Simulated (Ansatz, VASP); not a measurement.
## BaS: VASP beside Ansatz

```
Ba S
1.0
     0.00000    3.19375    3.25762
     3.19375    0.00000    3.25762
     3.19375    3.19375    0.00000
Ba S
1 1
Direct
  0.00000 0.00000 0.00000
  0.50000 0.50000 0.50000
```

Change from the starting cell: zz strain of +2 %, crystal datasets.

Alike in both runs: task electric field gradients; functional LDA; k mesh 7 × 7 × 7; occupations fermi-dirac, width 0.01 eV; no spin polarisation.

|  | VASP | Ansatz |
| --- | --- | --- |
| version | VASP 6.6.1 | Ansatz 0.2.0 |
| potentials or method | VASP PAW LDA potentials, release 64 (Ba_sv, S), cutoff 520 eV | all-electron PAW with datasets made for the crystal, scalar-relativistic |

```csv
,VASP,Ansatz,Ansatz less VASP
gap on the k mesh at the Fermi level (eV),1.97,2.07,+0.101
pressure (GPa),-2.6,-3.2,-0.59
"traceless stress, the component that is largest in VASP (GPa)",-0.91,-0.82,+0.095
size of Vzz on the site where it differs most (V/Å²),25.8,24.5,-1.32
```

LDA's correlation is that of Perdew and Zunger in VASP and of Perdew and Wang (1992) in Ansatz. Ansatz ran all-electron here, and VASP with PAW potentials.

Neither program's run includes spin-orbit coupling.
